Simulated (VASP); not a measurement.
# SnSe (Cmcm) in VASP: a series of runs

SnSe is run at these levels: PBE, LDA, r2SCAN+rVV10, r2SCAN; tasks: single point.

All numbers are computed with VASP 6.6.1; they aren't measurements. Logs are shortened: lines on timing, memory, paths and dates and some standing lists are left out, and cuts for length are marked.

### 1 The cell of the first run

Symmetry: Cmcm, No. 63, orthorhombic system. The conventional cell has a = 4.247 Å, b = 11.808 Å, c = 4.229 Å, α = 90.00°, β = 90.00°, γ = 90.00°. Within 3.9 Å of Sn (site symmetry m2m) lie 7 Se at 2.70 to 3.84 Å and 2 Sn at 3.65 Å. Within 3.6 Å of Se (site symmetry m2m) lie 5 Sn at 2.70 to 3.01 Å.

### 2 Single point, PBE

Input file INCAR:

```
SYSTEM = SnSe
PREC     = Accurate       ! precision mode
ENCUT    = 520            ! plane-wave cutoff, eV
EDIFF    = 1E-7           ! SCF threshold, eV
ISMEAR   = -1             ! smearing method
SIGMA    = 0.02           ! smearing width, eV
LREAL    = .FALSE.        ! projectors in reciprocal space
LASPH    = .TRUE.         ! aspherical terms in the spheres
NELM     = 60             ! most SCF steps
ALGO     = Normal         ! electronic algorithm
ISIF     = 2              ! what is computed and relaxed
LWAVE    = .FALSE.        ! write WAVECAR
LCHARG   = .TRUE.         ! write CHGCAR
GGA      = PE             ! functional
LELF     = .TRUE.         ! ELF
LVHAR    = .TRUE.       
NBANDS   = 28             ! bands
```

Input file KPOINTS:

```
Automatic mesh
0
G
  6 6 6
  0 0 0
```

Input file POSCAR:

```
SnSe
1.0
    2.1236689167     -5.9040304868      0.0000000000
    2.1236689167      5.9040304868      0.0000000000
    0.0000000000      0.0000000000      4.2288625191
Sn Se
2 2
Direct
    0.8740995176      0.1259004824      0.2500000000
    0.1259004824      0.8740995176      0.7500000000
    0.6451033447      0.3548966553      0.2500000000
    0.3548966553      0.6451033447      0.7500000000
```

Potentials or basis: VASP PAW PBE potentials, release 64 (Sn_d, Se).

The run is started by

```bash
> cat potpaw_PBE.64/Sn_d/POTCAR potpaw_PBE.64/Se/POTCAR > POTCAR
> mpirun -np 1 vasp_std > vasp.out
```

OUTCAR:

```text
SYSTEM = SnSe
   PREC = Accurate
   ENCUT = 520
   EDIFF = 1E-7
   ISMEAR = -1
   LREAL = .FALSE.
   LASPH = .TRUE.
   NELM = 60
   ISIF = 2
   GGA = PE

 ion  position               nearest neighbor table
   1  0.874  0.126  0.250-   3 2.70   4 3.01   4 3.01   4 3.01   4 3.01   2 3.65   2 3.65
   2  0.126  0.874  0.750-   4 2.70   3 3.01   3 3.01   3 3.01   3 3.01   1 3.65   1 3.65
   3  0.645  0.355  0.250-   1 2.70   2 3.01   2 3.01   2 3.01   2 3.01
   4  0.355  0.645  0.750-   2 2.70   1 3.01   1 3.01   1 3.01   1 3.01

  LATTYP: Found a base centered orthorhombic cell.
 ALAT       =     4.2473378334
 B/A-ratio  =     2.7801087262
 C/A-ratio  =     0.9956501425

  Lattice vectors:

 A1 = (   2.1236689167,  -5.9040304868,   0.0000000000)
 A2 = (   2.1236689167,   5.9040304868,   0.0000000000)
 A3 = (   0.0000000000,   0.0000000000,   4.2288625191)

Analysis of symmetry for initial positions (statically):
=====================================================================
 Subroutine PRICEL returns:
 Original cell was already a primitive cell.

 Routine SETGRP: Setting up the symmetry group for a
 base centered orthorhombic supercell.

 Subroutine GETGRP returns: Found  8 space group operations
 (whereof  4 operations were pure point group operations)
 out of a pool of  8 trial point group operations.

The static configuration has the point symmetry C_2h.
 The point group associated with its full space group is D_2h.

Analysis of symmetry for dynamics (positions and initial velocities):
=====================================================================
 Subroutine PRICEL returns:
 Original cell was already a primitive cell.

 Routine SETGRP: Setting up the symmetry group for a
 base centered orthorhombic supercell.

 Subroutine GETGRP returns: Found  8 space group operations
 (whereof  4 operations were pure point group operations)
 out of a pool of  8 trial point group operations.

The dynamic configuration has the point symmetry C_2h.
 The point group associated with its full space group is D_2h.

 Subroutine INISYM returns: Found  8 space group operations
 (whereof  4 operations are pure point group operations),
 and found     1 'primitive' translations

----------------------------------------------------------------------------------------

                                     Primitive cell

  volume of cell :     106.0447

  direct lattice vectors                    reciprocal lattice vectors
     2.123668917 -5.904030487  0.000000000     0.235441596 -0.084687910  0.000000000
     2.123668917  5.904030487  0.000000000     0.235441596  0.084687910  0.000000000
     0.000000000  0.000000000  4.228862519     0.000000000  0.000000000  0.236470208

  length of vectors
     6.274356195  6.274356195  4.228862519     0.250209487  0.250209487  0.236470208

  position of ions in fractional coordinates (direct lattice)
     0.874099518  0.125900482  0.250000000
     0.125900482  0.874099518  0.750000000
     0.645103345  0.354896655  0.250000000
     0.354896655  0.645103345  0.750000000

  ion indices of the primitive-cell ions
   primitive index   ion index
                 1           1
                 2           2
                 3           3
                 4           4

----------------------------------------------------------------------------------------

 KPOINTS: Automatic mesh

Automatic generation of k-mesh.
 Grid dimensions read from file:
 generate k-points for:    6    6    6

 Generating k-lattice:

  Cartesian coordinates                     Fractional coordinates (reciprocal lattice)
     0.039240266 -0.014114652  0.000000000     0.166666667 -0.000000000  0.000000000
     0.039240266  0.014114652  0.000000000    -0.000000000  0.166666667  0.000000000
     0.000000000  0.000000000  0.039411701     0.000000000  0.000000000  0.166666667

  Length of vectors
     0.041701581  0.041701581  0.039411701

  Shift w.r.t. Gamma in fractional coordinates (k-lattice)
     0.000000000  0.000000000  0.000000000

 Subroutine IBZKPT returns following result:
 ===========================================

 Found     52 irreducible k-points:

 Following reciprocal coordinates:
            Coordinates               Weight
  0.000000  0.000000  0.000000      1.000000
  0.166667  0.000000  0.000000      4.000000
  0.333333  0.000000  0.000000      4.000000
  0.500000  0.000000  0.000000      2.000000
  0.166667  0.166667  0.000000      2.000000
  0.333333  0.166667  0.000000      4.000000
[... 16 lines left out ...]
  0.333333  0.333333  0.166667      4.000000
  0.500000  0.333333  0.166667      8.000000
 [... further k-points ...]
   k-points           NKPTS =     52   k-points in BZ     NKDIM =     52   number of bands    NBANDS=     28
   number of dos      NEDOS =    301   number of ions     NIONS =      4
   total plane-waves  NPLWV =  73728
   dimension x,y,z NGX =    48 NGY =   48 NGZ =   32
   dimension x,y,z NGXF=    96 NGYF=   96 NGZF=   64
[... 56 lines left out ...]

 E-fermi :   5.7709     XC(G=0):  -9.7414

 val. band max:        5.6979669335   @ k =   0.5000   0.5000   0.3333
 cond. band min:       5.8294120654   @ k =   0.5000   0.5000   0.0000
 fundamental gap:      0.1314451319
 Fermi energy:         5.7708843220

 k-point     1 :       0.0000    0.0000    0.0000
  band No.  band energies     occupation
      1     -15.8480      2.00000
      2     -15.8450      2.00000
      3     -15.8342      2.00000
      4     -15.8342      2.00000
      5     -15.8195      2.00000
      6     -15.8155      2.00000
[... 20 lines left out ...]
     27      11.0139      0.00000
     28      11.8418      0.00000

 k-point     2 :       0.1667    0.0000    0.0000
  band No.  band energies     occupation
      1     -15.8459      2.00000
      2     -15.8425      2.00000
      3     -15.8377      2.00000
      4     -15.8351      2.00000
      5     -15.8152      2.00000
      6     -15.8136      2.00000
[... 20 lines left out ...]
     27      11.0383      0.00000
     28      11.9929      0.00000

 k-point     3 :       0.3333    0.0000    0.0000
  band No.  band energies     occupation
      1     -15.8429      2.00000
      2     -15.8413      2.00000
      3     -15.8385      2.00000
      4     -15.8378      2.00000
      5     -15.8099      2.00000
      6     -15.8072      2.00000
[... 20 lines left out ...]
     27      12.2170      0.00000
     28      12.8195      0.00000

 k-point     4 :       0.5000    0.0000    0.0000
  band No.  band energies     occupation
      1     -15.8453      2.00000
      2     -15.8402      2.00000
      3     -15.8388      2.00000
      4     -15.8356      2.00000
      5     -15.8080      2.00000
      6     -15.8037      2.00000
[... 20 lines left out ...]
     27      13.1881      0.00000
     28      14.1964      0.00000

 k-point     5 :       0.1667    0.1667    0.0000
  band No.  band energies     occupation
      1     -15.8425      2.00000
      2     -15.8420      2.00000
      3     -15.8388      2.00000
      4     -15.8373      2.00000
      5     -15.8113      2.00000
      6     -15.8054      2.00000
[... 20 lines left out ...]
     27      12.1580      0.00000
     28      12.5806      0.00000

 k-point     6 :       0.3333    0.1667    0.0000
  band No.  band energies     occupation
      1     -15.8457      2.00000
      2     -15.8398      2.00000
      3     -15.8388      2.00000
      4     -15.8356      2.00000
      5     -15.8081      2.00000
      6     -15.8046      2.00000
[... 463 lines left out ...]
      5     -15.8158      2.00000
      6     -15.8093      2.00000
[... 20 lines left out ...]
     27      11.8670      0.00000
     28      12.5351      0.00000

 k-point    22 :      -0.1667    0.1667    0.1667
  band No.  band energies     occupation
      1     -15.8449      2.00000
      2     -15.8423      2.00000
      3     -15.8390      2.00000
      4     -15.8344      2.00000
      5     -15.8196      2.00000
      6     -15.8101      2.00000
[... 20 lines left out ...]
     27      10.5641      0.00000
     28      12.2059      0.00000

 k-point    23 :       0.3333    0.3333    0.1667
  band No.  band energies     occupation
      1     -15.8479      2.00000
      2     -15.8422      2.00000
      3     -15.8365      2.00000
      4     -15.8345      2.00000
      5     -15.8105      2.00000
      6     -15.8081      2.00000
[... 20 lines left out ...]
     27      11.7959      0.00000
     28      12.4673      0.00000

 k-point    24 :       0.5000    0.3333    0.1667
  band No.  band energies     occupation
      1     -15.8444      2.00000
      2     -15.8430      2.00000
      3     -15.8379      2.00000
      4     -15.8352      2.00000
      5     -15.8139      2.00000
      6     -15.8098      2.00000
[... 20 lines left out ...]
     27      11.6979      0.00000
     28      12.5265      0.00000

 [... further k-points ...]

------------------------ aborting loop because EDIFF is reached ----------------------------------------

  FORCE on cell =-STRESS in cart. coord.  units (eV):
  Direction    XX          YY          ZZ          XY          YZ          ZX
  --------------------------------------------------------------------------------------
  -------------------------------------------------------------------------------------
  Total        1.2330543      1.5884941      1.3063707      0.0000000      0.0000000      0.0000000
  in kB       18.6296125     23.9997787     19.7373135      0.0000000      0.0000000      0.0000000
  external PRESSURE =      20.7889016 kB  Pullay stress =       0.0000000 kB

 VOLUME and BASIS-vectors are now :
 -----------------------------------------------------------------------------
  energy-cutoff  :      520.00
  volume of cell :      106.04
      direct lattice vectors                 reciprocal lattice vectors
     2.123668917 -5.904030487  0.000000000     0.235441596 -0.084687910  0.000000000
     2.123668917  5.904030487  0.000000000     0.235441596  0.084687910  0.000000000
     0.000000000  0.000000000  4.228862519     0.000000000  0.000000000  0.236470208

 POSITION                                       TOTAL-FORCE (eV/Angst)
 -----------------------------------------------------------------------------------
      2.12367     -4.41739      1.05722         0.000000     -0.175932      0.000000
      2.12367      4.41739      3.17165         0.000000      0.175932     -0.000000
      2.12367     -1.71339      1.05722         0.000000      0.210930      0.000000
      2.12367      1.71339      3.17165         0.000000     -0.210930      0.000000
 -----------------------------------------------------------------------------------
    total drift:                               -0.000000     -0.000000     -0.000000

  FREE ENERGIE OF THE ION-ELECTRON SYSTEM (eV)
  ---------------------------------------------------
  free  energy   TOTEN  =       -16.3664047242 eV

  energy  without entropy=      -16.3663235735  energy(sigma->0) =      -16.36636415
```

Run time: 89 s. Hardware: 1 thread of Intel Xeon 6975P-C (Granite Rapids), shared host; peak memory 0.32 GiB.

What came out:

```
Free energy            : -16.3664 eV
Pressure               : 2.1 GPa
Largest force          : 0.211 eV/Å
Band gap on the k mesh : 0.13 eV (least direct gap 0.32 eV)
```

Forces on the atoms (eV/Å):
```
Sn   0.000 -0.176  0.000
Sn   0.000  0.176  0.000
Se   0.000  0.211  0.000
Se   0.000 -0.211  0.000
```

Caveat: semilocal functionals underestimate gaps, and a narrow one can read as zero; spin-orbit coupling is left out, which moves the levels of the heavy elements.

### 3 Single point, LDA

Input file INCAR:

```
PREC = Accurate
ENCUT = 520
EDIFF = 1E-7
ISMEAR = -1
SIGMA = 0.02
LREAL = False
LASPH = True
NELM = 100
ALGO = Normal
ISIF = 2
LWAVE = False
LCHARG = True
GGA = CA
LELF = True
LVHAR = True
NBANDS = 28
```

Input file KPOINTS:

```
Automatic mesh
0
Gamma
  6 6 6
```

POSCAR is that of step 2.

Potentials or basis: VASP PAW LDA potentials, release 64 (Sn_d, Se).

The run is started by

```bash
> cat potpaw_LDA.64/Sn_d/POTCAR potpaw_LDA.64/Se/POTCAR > POTCAR
> mpirun -np 1 vasp_std > vasp.out
```

Run time: 84 s. Hardware: 1 thread of Intel Xeon 6975P-C (Granite Rapids), shared host; peak memory 0.29 GiB.

The run converged. Its results:

| Item | Value |
| --- | --- |
| Free energy | -18.9310 eV |
| Pressure | -2.3 GPa |
| Largest force | 0.076 eV/Å |
| Band gap on the k mesh | 0.08 eV (least direct gap 0.26 eV) |

Forces on the atoms (eV/Å):
```
Sn   0.000  0.001  0.000
Sn   0.000 -0.001  0.000
Se   0.000  0.076  0.000
Se   0.000 -0.076  0.000
```

Stress tensor (GPa, compression positive):
```
-2.57  0.00  0.00
 0.00 -1.87  0.00
 0.00  0.00 -2.42
```

Levels at points of the mesh, in eV from the valence-band top:
| k point | band 18 | band 19 | band 20 | band 21 | band 22 | band 23 |
| --- | --- | --- | --- | --- | --- | --- |
| (0.00, 0.00, 0.00) | -2.45 | -1.82 | -0.66 | 3.34 | 3.82 | 3.86 |
| (0.50, 0.00, 0.00) | -1.74 | -0.70 | -0.41 | 1.09 | 1.10 | 1.15 |
| (0.50, 0.50, 0.00) | -2.23 | -1.88 | -0.70 | 0.08 | 3.39 | 3.48 |
| (0.00, 0.00, 0.50) | -1.85 | -0.40 | -0.40 | 0.69 | 0.69 | 1.37 |
| (0.50, 0.00, 0.50) | -3.99 | -1.88 | -1.88 | 2.34 | 2.34 | 4.78 |
| (0.50, 0.50, 0.50) | -1.76 | -1.13 | -1.13 | 1.39 | 1.39 | 1.91 |

Caveat: semilocal functionals underestimate gaps, and a narrow one can read as zero; spin-orbit coupling is left out, which moves the levels of the heavy elements. A k mesh can miss the band edges.

### 4 Single point, r2SCAN+rVV10

POSCAR is that of step 3.

Input file INCAR.step1:

```
PREC = Accurate
ENCUT = 520
ISMEAR = -1
SIGMA = 0.02
LREAL = False
LASPH = True
NELM = 80
NBANDS = 28
GGA = PE
ALGO = Normal
EDIFF = 1E-4
LWAVE = True
LCHARG = False
```

Input file INCAR.step2:

```
PREC = Accurate
ENCUT = 520
EDIFF = 1E-6
ISMEAR = -1
SIGMA = 0.02
LREAL = False
LASPH = True
NELM = 80
ALGO = Normal
ISIF = 2
LWAVE = False
LCHARG = False
METAGGA = R2SCAN
LMIXTAU = True
LUSE_VDW = True
IVDW_NL = 2
BPARAM = 11.95
CPARAM = 0.0093
NBANDS = 28
ISTART = 1
```

Input file KPOINTS:

```
regular mesh
0
Gamma
  6 6 6
```

Potentials or basis: VASP PAW PBE potentials, release 64 (Sn_d, Se).

The run is started by

```bash
> cat potpaw_PBE.64/Sn_d/POTCAR potpaw_PBE.64/Se/POTCAR > POTCAR
> cp INCAR.step1 INCAR
> mpirun -np 1 vasp_std > vasp.out
> cp INCAR.step2 INCAR
> mpirun -np 1 vasp_std > vasp.out
```

Wall time 7.2 min (1 thread of Intel Xeon 6975P-C (Granite Rapids), shared host); peak memory 0.63 GiB.

It converged, with:

```yaml
Free_energy: -78.8251 eV
Pressure: 0.2 GPa
Largest_force: 0.019 eV/Å
Band_gap_on_the_k_mesh: 0.28 eV (least direct gap 0.57 eV)
```

Forces in eV/Å, atoms in the order of the input:
```
Sn   0.000 -0.019  0.000
Sn   0.000  0.019  0.000
Se   0.000  0.018  0.000
Se   0.000 -0.018  0.000
```

Levels at points of the mesh, in eV from the valence-band top:
| k point | band 18 | band 19 | band 20 | band 21 | band 22 | band 23 |
| --- | --- | --- | --- | --- | --- | --- |
| (0.00, 0.00, 0.00) | -2.68 | -2.06 | -0.77 | 3.65 | 4.18 | 4.18 |
| (0.50, 0.00, 0.00) | -1.97 | -0.72 | -0.34 | 1.25 | 1.29 | 1.45 |
| (0.50, 0.50, 0.00) | -2.35 | -2.12 | -0.80 | 0.28 | 3.67 | 3.80 |
| (0.00, 0.00, 0.50) | -2.10 | -0.41 | -0.41 | 0.94 | 0.94 | 1.55 |
| (0.50, 0.00, 0.50) | -4.22 | -2.07 | -2.07 | 2.62 | 2.62 | 5.15 |
| (0.50, 0.50, 0.50) | -1.99 | -1.09 | -1.09 | 1.73 | 1.73 | 2.09 |

Caveat: semilocal functionals underestimate gaps, and a narrow one can read as zero; the PAW data sets were made with another functional, which shifts forces and pressure a little; spin-orbit coupling is left out, which moves the levels of the heavy elements.

### 5 Single point, r2SCAN

POSCAR is that of step 4.

Input file INCAR.step1:

```
SYSTEM = SnSe
ALGO = Normal ; EDIFF = 1E-4
ENCUT = 520 ; GGA = PE
ISMEAR = -1 ; LASPH = .TRUE.
LCHARG = .FALSE. ; LREAL = .FALSE.
LWAVE = .TRUE. ; NBANDS = 28
NELM = 60 ; PREC = Accurate
SIGMA = 0.02
```

Input file INCAR.step2:

```
SYSTEM = SnSe
ALGO = Normal ; EDIFF = 1E-7
ENCUT = 520 ; ISIF = 2
ISMEAR = -1 ; ISTART = 1
LASPH = .TRUE. ; LCHARG = .FALSE.
LMIXTAU = .TRUE. ; LREAL = .FALSE.
LWAVE = .FALSE. ; METAGGA = R2SCAN
NBANDS = 28 ; NELM = 60
PREC = Accurate ; SIGMA = 0.02
```

Input file KPOINTS:

```
k-points
0
G
  6 6 6
  0 0 0
```

The run is started by

```bash
> cat potpaw_PBE.64/Sn_d/POTCAR potpaw_PBE.64/Se/POTCAR > POTCAR
> cp INCAR.step1 INCAR
> mpirun -np 1 vasp_std > vasp.out
> cp INCAR.step2 INCAR
> mpirun -np 1 vasp_std > vasp.out
```

It took 5.1 min on 1 thread of Intel Xeon 6975P-C (Granite Rapids), shared host; peak memory 0.36 GiB.

The run converged. Its results:

```yaml
Free_energy: -79.8142 eV
Pressure: 1.0 GPa
Largest_force: 0.008 eV/Å
Band_gap_on_the_k_mesh: 0.31 eV (least direct gap 0.60 eV)
```

Forces in eV/Å, atoms in the order of the input:
```
Sn   0.000  0.008  0.000
Sn   0.000 -0.008  0.000
Se   0.000 -0.006  0.000
Se   0.000  0.006  0.000
```

Levels at points of the mesh, in eV from the valence-band top:
| k point | band 18 | band 19 | band 20 | band 21 | band 22 | band 23 |
| --- | --- | --- | --- | --- | --- | --- |
| (0.00, 0.00, 0.00) | -2.67 | -2.06 | -0.76 | 3.70 | 4.19 | 4.21 |
| (0.50, 0.00, 0.00) | -1.97 | -0.71 | -0.33 | 1.26 | 1.31 | 1.47 |
| (0.50, 0.50, 0.00) | -2.35 | -2.12 | -0.80 | 0.31 | 3.68 | 3.85 |
| (0.00, 0.00, 0.50) | -2.09 | -0.40 | -0.40 | 0.96 | 0.96 | 1.57 |
| (0.50, 0.00, 0.50) | -4.20 | -2.06 | -2.06 | 2.65 | 2.65 | 5.16 |
| (0.50, 0.50, 0.50) | -1.99 | -1.08 | -1.08 | 1.75 | 1.75 | 2.11 |

Caveat: semilocal functionals underestimate gaps, and a narrow one can read as zero; the PAW data sets were made with another functional, which shifts forces and pressure a little; spin-orbit coupling is left out, which moves the levels of the heavy elements.

### 6 Summary

| level | potentials or basis | gap on the mesh (eV) | pressure (GPa) | largest force (eV/Å) |
| --- | --- | --- | --- | --- |
| PBE | VASP PAW PBE potentials, release 64 (Sn_d, Se) | 0.13 | 2.1 | 0.21 |
| LDA | VASP PAW LDA potentials, release 64 (Sn_d, Se) | 0.08 | -2.3 | 0.08 |
| r2SCAN+rVV10 | VASP PAW PBE potentials, release 64 (Sn_d, Se) | 0.28 | 0.2 | 0.02 |
| r2SCAN | VASP PAW PBE potentials, release 64 (Sn_d, Se) | 0.31 | 1.0 | 0.01 |

Alike in all rows: task single point; no spin polarisation; cell as given; k mesh 6 × 6 × 6; cutoff (eV) 520; smearing fermi-dirac 0.02 eV.

Caveats: semilocal functionals underestimate gaps, and a narrow one can read as zero; spin-orbit coupling is left out, which moves the levels of the heavy elements; the PAW data sets were made with another functional, which shifts forces and pressure a little (at least some runs).

Total energies depend on the potentials used, so only differences within one code and one set of settings carry meaning.
